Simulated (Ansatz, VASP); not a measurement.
**Ti in VASP and in Ansatz**

```
Ti
1.0
    -1.64100    1.64100    1.64100
     1.64100   -1.64100    1.64100
     1.64100    1.64100   -1.64100
Ti
1
Direct
  0.00000 0.00000 0.00000
```

Alike in both runs: task single point; functional PBEsol; k mesh 12 × 12 × 12; occupations fermi-dirac, width 0.1 eV; no spin polarisation.

```csv
,VASP,Ansatz
version,VASP 6.6.1,Ansatz 0.2.0
potentials or method,"VASP PAW PBE potentials, release 64 (Ti_sv)","plane waves, PAW"
plane-wave cutoff (eV),520,420
valence electrons in the cell,12,12
```

Ansatz gave:

```
pressure (GPa) : -6.4
```

Question: Estimate VASP's values.

Answer: Pressure (GPa): -6.6.

VASP's potentials were made for PBE, not for PBEsol.
